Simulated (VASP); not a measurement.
Input of a VASP 6.6.1 run:

The input INCAR:

```
SYSTEM = Na
ALGO     = Normal         ! electronic algorithm
EDIFF    = 1E-6           ! SCF threshold, eV
ENCUT    = 520            ! plane-wave cutoff, eV
GGA      = PS             ! functional
ISIF     = 2              ! what is computed and relaxed
ISMEAR   = -1             ! smearing method
LASPH    = .True.         ! aspherical terms in the spheres
LCHARG   = .False.        ! write CHGCAR
LREAL    = .False.        ! projectors in reciprocal space
LWAVE    = .False.        ! write WAVECAR
NBANDS   = 10             ! bands
NELM     = 80             ! most SCF steps
PREC     = Accurate       ! precision mode
SIGMA    = 0.08           ! smearing width, eV
```

KPOINTS

```
k-points
0
Gamma
  12 12 12
  0 0 0
```

Contents of POSCAR:

```
Na
1.0
    3.3953974633      0.0000000000      0.0000000000
    0.0000000000      3.3953974633      0.0000000000
    0.0000000000      0.0000000000      3.3953974633
Na
1
Direct
    0.0000000000      0.0000000000      0.0000000000
```

Potentials or basis: VASP PAW PBE potentials, release 64 (Na_pv).

The run is started by

```bash
$ cat potpaw_PBE.64/Na_pv/POTCAR > POTCAR
$ mpirun -np 1 vasp_std > vasp.out
```

Q: Predict the band gap on the k mesh.

A: Zero (an odd number of electrons rules out a gap without spin polarisation).

Q: Estimate the pressure.

A: -0.1 GPa.

Caveat: the PAW data sets were made with another functional, which shifts forces and pressure a little.
